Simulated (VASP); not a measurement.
The system is BaTe.

```
Ba Te
1.0
     0.00000    3.53239    3.53239
     3.53239    0.00000    3.53239
     3.53239    3.53239    0.00000
Ba Te
1 1
Direct
  0.00000 0.00000 0.00000
  0.50000 0.50000 0.50000
```

Base run:

* Program: VASP 6.6.1
* Functional: HSE06
* Potentials or basis: VASP PAW PBE potentials, release 64 (Ba_sv, Te)
* Cutoff: 520 eV
* k mesh: 4 × 4 × 4
* Occupations: gaussian, width 0.01 eV
* Spin: no spin polarisation

Its results: band gap on the k mesh 2.30 eV (least direct gap 2.73 eV); pressure 0.0 GPa.

Problem. The run is repeated on the same cell with these changes: functional from HSE06 to PBE0; further incar settings from ALGO = Normal; EDIFF = 1e-06; NBANDS = 15 to ALGO = Normal; EDIFF = 1e-07; NBANDS = 15. What comes out?

Solution. Band gap on the k mesh 2.98 eV (least direct gap 3.42 eV); pressure -0.1 GPa.

Caveats: the PAW data sets were made with another functional, which shifts forces and pressure a little; spin-orbit coupling is left out, which moves the levels of the heavy elements.

A k mesh can miss the band edges.
